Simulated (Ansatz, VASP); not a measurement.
**In3Cu in VASP and in Ansatz**

```
In Cu
1.0
     4.70224    0.00000    0.00000
     0.00000    4.70224    0.00000
     0.00000    0.00000    4.70224
In Cu
3 1
Direct
  0.00000 0.50000 0.50000
  0.50000 0.00000 0.50000
  0.50000 0.50000 0.00000
  0.00000 0.00000 0.00000
```

Alike in both runs: task single point; functional PBE; k mesh 10 × 10 × 10; occupations gaussian, width 0.1 eV; no spin polarisation.

```csv
,VASP,Ansatz
version,VASP 6.6.1,Ansatz 0.2.0
potentials or method,"VASP PAW PBE potentials, release 64 (In_d, Cu), cutoff 520 eV","scalar-relativistic, plane waves, PAW"
valence electrons in the cell,50,58
```

|  | VASP | Ansatz | Ansatz less VASP |
| --- | --- | --- | --- |
| gap on the k mesh at the Fermi level (eV) | none | none | - |
| pressure (GPa) | -4.3 | -4.3 | -0.03 |

A gap of «none» marks a metal or a gap that the smearing closes. VASP's potentials hold 50 valence electrons a cell and Ansatz's 58, so a difference there can come from the potentials and not from the codes.
